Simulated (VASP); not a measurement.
# HoO3 (P-6m2) in VASP: notebook, part 2 of 2

VASP 6.6.1. Earlier steps stand in the parts before.

### 3 Single point, PBE

This run uses another cell than the first one, of 14.75 Å³/atom.

Contents of INCAR:

```
SYSTEM = HoO3
PREC     = Accurate       ! precision mode
ENCUT    = 600            ! plane-wave cutoff, eV
EDIFF    = 1E-6           ! SCF threshold, eV
ISMEAR   = 0              ! smearing method
SIGMA    = 0.1            ! smearing width, eV
LREAL    = .False.        ! projectors in reciprocal space
LASPH    = .True.         ! aspherical terms in the spheres
NELM     = 200            ! most SCF steps
ALGO     = Normal         ! electronic algorithm
ISIF     = 2              ! what is computed and relaxed
LWAVE    = .False.        ! write WAVECAR
LCHARG   = .True.         ! write CHGCAR
GGA      = PE             ! functional
LELF     = .True.         ! ELF
LVHAR    = .True.       
NBANDS   = 22             ! bands
GGA_COMPAT= .False.      
LMAXMIX  = 6              ! l up to which the mixer works
```

Contents of KPOINTS:

```
Automatic mesh
0
Gamma
  6 6 2
  0 0 0
```

Contents of POSCAR:

```
HoO3
1.0
    3.9413359962     -0.0000000042      0.0000000000
   -1.9706679945      3.4132970997      0.0000000000
    0.0000000000      0.0000000000      4.3854065519
Ho O
1 3
Direct
    0.0000000000      0.0000000000      0.5000000000
    0.0000000000      0.0000000000      0.0000000000
    0.6666666667      0.3333333333      0.6687268787
    0.6666666667      0.3333333333      0.3312731213
```

Potentials or basis: VASP PAW PBE potentials, release 64 (Ho_3, O), 4f in core.

Run with:

```console
$ cat potpaw_PBE.64/Ho_3/POTCAR potpaw_PBE.64/O/POTCAR > POTCAR
$ mpirun -np 1 vasp_std > vasp.out
```

OUTCAR:

```text
SYSTEM = HoO3
   PREC = Accurate
   ENCUT = 600
   EDIFF = 1E-6
   ISMEAR = 0
   LREAL = .False.
   LASPH = .True.
   NELM = 200
   ISIF = 2
   GGA = PE

 ion  position               nearest neighbor table
   1  0.000  0.000  0.500-   2 2.19   2 2.19   4 2.39   3 2.39   3 2.39   4 2.39   3 2.39   4 2.39

   2  0.000  0.000  0.000-   1 2.19   1 2.19
   3  0.667  0.333  0.669-   4 1.48   1 2.39   1 2.39   1 2.39
   4  0.667  0.333  0.331-   3 1.48   1 2.39   1 2.39   1 2.39

  LATTYP: Found a hexagonal cell.
 ALAT       =     3.9413359962
 C/A-ratio  =     1.1126700581

  Lattice vectors:

 A1 = (   3.9413359962,  -0.0000000042,   0.0000000000)
 A2 = (  -1.9706679945,   3.4132970997,   0.0000000000)
 A3 = (   0.0000000000,   0.0000000000,   4.3854065519)

Analysis of symmetry for initial positions (statically):
=====================================================================
 Subroutine PRICEL returns:
 Original cell was already a primitive cell.

 Routine SETGRP: Setting up the symmetry group for a
 hexagonal supercell.

 Subroutine GETGRP returns: Found 12 space group operations
 (whereof 12 operations were pure point group operations)
 out of a pool of 24 trial point group operations.

The static configuration has the point symmetry D_3h.

Analysis of symmetry for dynamics (positions and initial velocities):
=====================================================================
 Subroutine PRICEL returns:
 Original cell was already a primitive cell.

 Routine SETGRP: Setting up the symmetry group for a
 hexagonal supercell.

 Subroutine GETGRP returns: Found 12 space group operations
 (whereof 12 operations were pure point group operations)
 out of a pool of 24 trial point group operations.

The dynamic configuration has the point symmetry D_3h.

 Subroutine INISYM returns: Found 12 space group operations
 (whereof 12 operations are pure point group operations),
 and found     1 'primitive' translations

[... 104 lines left out ...]
   IALGO  =     38    algorithm
   IMIX   =      4    mixing-type and parameters
     AMIX     =   0.40;   BMIX     =  1.00
     AMIX_MAG =   1.60;   BMIX_MAG =  1.00
  volume/ion in A,a.u.               =      14.75        99.53
  Fermi-wavevector in a.u.,A,eV,Ry     =   1.261596  2.384071 21.655363  1.591624
  Thomas-Fermi vector in A             =   2.395047
   LORBIT       =      0    0 simple, 1 ext, 2 COOP (PROOUT), +10 PAW based schemes
   GGA     = PE    functional components
   LHFCALC =     F    Hartree Fock is set to
   AEXX    =    0.0000 exact exchange contribution
   IVDW    =     0    specifies the selected vdW correction
   LEPSILON=     F    determine dielectric tensor
   LRPA    =     F    only Hartree local field effects (RPA)
 non-spin polarized calculation
 Gauss-broadening in eV      SIGMA  =   0.10
  energy-cutoff  :      600.00
  volume of cell :       59.00
 maximum number of plane-waves:      1986
 NGX is ok and might be reduce to    32
   NGX = 15   NGY = 15   NGZ = 17

 number of electron      26.9999998 magnetization

 Free energy of the ion-electron system (eV)
  ---------------------------------------------------
  ext. energy  EPLUGINS =         0.00000000
  ---------------------------------------------------
  free energy    TOTEN  =       -25.56322881 eV

  energy without entropy =      -25.54774554  energy(sigma->0) =      -25.55548718

 E-fermi :   1.0915     XC(G=0):  -9.5586

 val. band max:        1.0899158548   @ k =   0.1667   0.0000   0.5000
 cond. band min:       1.0982736816   @ k =   0.3333   0.3333   0.0000
 fundamental gap:      0.0083578268
 Fermi energy:         1.0914840505

 k-point     1 :       0.0000    0.0000    0.0000
  band No.  band energies     occupation
      1     -21.7109      2.00000
      2     -21.7109      2.00000
      3     -21.3225      2.00000
      4     -21.2092      2.00000
      5     -14.6860      2.00000
      6     -13.7511      2.00000
[... 339 lines left out ...]
     21      11.8378      0.00000
     22      13.0429      0.00000

------------------------ aborting loop because EDIFF is reached ----------------------------------------

  FORCE on cell =-STRESS in cart. coord.  units (eV):
  Direction    XX          YY          ZZ          XY          YZ          ZX
  --------------------------------------------------------------------------------------
  -------------------------------------------------------------------------------------
  Total        0.1074449      0.1074449      0.7321897     -0.0000000      0.0000000      0.0000000
  in kB        2.9178908      2.9178908     19.8841384     -0.0000000      0.0000000      0.0000000
  external PRESSURE =       8.5733067 kB  Pullay stress =       0.0000000 kB

 VOLUME and BASIS-vectors are now :
 -----------------------------------------------------------------------------
  energy-cutoff  :      600.00
  volume of cell :       59.00
      direct lattice vectors                 reciprocal lattice vectors
     3.941335996 -0.000000004  0.000000000     0.253721074  0.146485930  0.000000000
    -1.970667995  3.413297100  0.000000000     0.000000000  0.292971860  0.000000000
     0.000000000  0.000000000  4.385406552     0.000000000  0.000000000  0.228029030

 POSITION                                       TOTAL-FORCE (eV/Angst)
 -----------------------------------------------------------------------------------
      0.00000      0.00000      2.19270         0.000000      0.000000     -0.000000
      0.00000      0.00000      0.00000        -0.000000      0.000000     -0.000000
      1.97067      1.13777      2.93264        -0.000000     -0.000000      0.321850
      1.97067      1.13777      1.45277         0.000000     -0.000000     -0.321850
 -----------------------------------------------------------------------------------
    total drift:                                0.000000     -0.000000      0.000000

  FREE ENERGIE OF THE ION-ELECTRON SYSTEM (eV)
  ---------------------------------------------------
  free  energy   TOTEN  =       -25.5632288098 eV

  energy  without entropy=      -25.5477455443  energy(sigma->0) =      -25.55548718
```

stdout:

```text
POSCAR found type information on POSCAR HoO
 POSCAR found :  2 types and       4 ions
 scaLAPACK will be used
 LDA part: xc-table for (Slater+PW92), standard interpolation
 POSCAR, INCAR and KPOINTS ok, starting setup
 FFT: planning ... GRIDC
 FFT: planning ... GRID_SOFT
 FFT: planning ... GRID
 WAVECAR not read
 entering main loop
```

It took 15 s on 1 thread of Intel Xeon 6975P-C (Granite Rapids), shared host; peak memory 0.19 GiB.

Results:

| Property | Result |
| --- | --- |
| Free energy | -25.5632 eV |
| Pressure | 0.9 GPa |
| Largest force | 0.322 eV/Å |
| Band gap on the k mesh | zero (an odd number of electrons rules out a gap without spin polarisation) |

Forces in eV/Å, atoms in the order of the input:
```
Ho   0.000  0.000  0.000
O    0.000  0.000  0.000
O    0.000  0.000  0.322
O    0.000  0.000 -0.322
```

Stress tensor (GPa, compression positive):
```
0.29 0.00 0.00
0.00 0.29 0.00
0.00 0.00 1.99
```

Caveat: the k points lie up to 0.72 Å⁻¹ apart, too coarse for converged energies and pressures of a metal; spin-orbit coupling is left out, which moves the levels of the heavy elements; the 4f electrons are frozen in the core, so they carry no moment and show no levels; an odd number of electrons without spin polarisation forces a metal; a magnetic or distorted state may lie lower; the run has no spin polarisation, though such a crystal can be magnetic.

### 4 Single point, PBE

This run uses another cell than the first one, of 14.83 Å³/atom.

Contents of INCAR:

```
PREC = Accurate
ENCUT = 600
EDIFF = 1E-6
ISMEAR = 0
SIGMA = 0.1
LREAL = F
LASPH = T
NELM = 200
ALGO = Normal
ISIF = 2
LWAVE = F
LCHARG = F
GGA = PE
NBANDS = 22
GGA_COMPAT = F
LMAXMIX = 6
```

Contents of KPOINTS:

```
regular mesh
0
Gamma
  6 6 4
```

Contents of POSCAR:

```
HoO3
1.0
    3.9690651818      0.0000000000      0.0000000000
   -1.9845325909      3.4373112767      0.0000000000
    0.0000000000      0.0000000000      4.3482462367
Ho O
1 3
Direct
    0.0000000000      0.0000000000      0.5000000000
    0.0000000000      0.0000000000      0.0000000000
    0.6666666667      0.3333333333      0.6703828046
    0.6666666667      0.3333333333      0.3296171954
```

Run with:

```console
$ cat potpaw_PBE.64/Ho_3/POTCAR potpaw_PBE.64/O/POTCAR > POTCAR
$ mpirun -np 1 vasp_std > vasp.out
```

Run time: 20 s. Hardware: 1 thread of Intel Xeon 6975P-C (Granite Rapids), shared host; peak memory 0.2 GiB.

Results (log left out):

* Free energy: -25.5978 eV
* Pressure: 0.8 GPa
* Largest force: 0.249 eV/Å
* Band gap on the k mesh: zero (an odd number of electrons rules out a gap without spin polarisation)

Forces on the atoms (eV/Å):
```
Ho   0.000  0.000  0.000
O    0.000  0.000  0.000
O    0.000  0.000  0.249
O    0.000  0.000 -0.249
```

Stress tensor (GPa, compression positive):
```
0.17 0.00 0.00
0.00 0.17 0.00
0.00 0.00 1.96
```

Levels at points of the mesh, in eV from the Fermi level:
| k point | band 11 | band 12 | band 13 | band 14 | band 15 | band 16 | band 17 | band 18 |
| --- | --- | --- | --- | --- | --- | --- | --- | --- |
| (0.00, 0.00, 0.00) | -1.28 | -0.47 | -0.47 | -0.32 | 2.70 | 4.98 | 6.36 | 6.36 |
| (0.50, 0.00, 0.00) | -1.41 | -0.58 | -0.46 | -0.05 | 3.52 | 4.93 | 5.82 | 6.25 |
| (0.00, 0.00, 0.50) | -2.14 | -2.14 | -0.11 | -0.11 | 3.07 | 3.44 | 6.98 | 6.98 |
| (0.50, 0.00, 0.50) | -2.68 | -2.24 | -0.42 | 0.32 | 3.64 | 3.77 | 6.28 | 7.08 |

Caveat: the k points lie up to 0.36 Å⁻¹ apart, too coarse for converged energies and pressures of a metal; spin-orbit coupling is left out, which moves the levels of the heavy elements; the 4f electrons are frozen in the core, so they carry no moment and show no levels; an odd number of electrons without spin polarisation forces a metal; a magnetic or distorted state may lie lower; the run has no spin polarisation, though such a crystal can be magnetic. With open d or f shells a metallic result of PBE can be an artefact of self-interaction; +U or a hybrid may open a gap.

### 5 Summary

```tsv
cell	k mesh	gap on the mesh (eV)	pressure (GPa)	largest force (eV/Å)
a = 2.724, b = 2.724, c = 8.206 Å, angles 90.0, 90.0, 120.0°, 4 atoms, atomic positions A	6 × 6 × 2	none	1.9	3.51
a = 3.941, b = 3.941, c = 4.385 Å, angles 90.0, 90.0, 120.0°, 4 atoms, atomic positions B	6 × 6 × 2	none	0.9	0.32
a = 3.969, b = 3.969, c = 4.348 Å, angles 90.0, 90.0, 120.0°, 4 atoms, atomic positions B	6 × 6 × 4	none	0.8	0.25
```

Alike in all rows: task single point; level PBE; potentials or basis VASP PAW PBE potentials, release 64 (Ho_3, O), 4f in core; no spin polarisation; cutoff (eV) 600; smearing gaussian 0.1 eV.

Caveats: all runs use coarse meshes; spin-orbit coupling is left out, which moves the levels of the heavy elements; the 4f electrons are frozen in the core, so they carry no moment and show no levels; an odd number of electrons without spin polarisation forces a metal; a magnetic or distorted state may lie lower; the run has no spin polarisation, though such a crystal can be magnetic.

Total energies depend on the potentials used, so only differences within one code and one set of settings carry meaning.
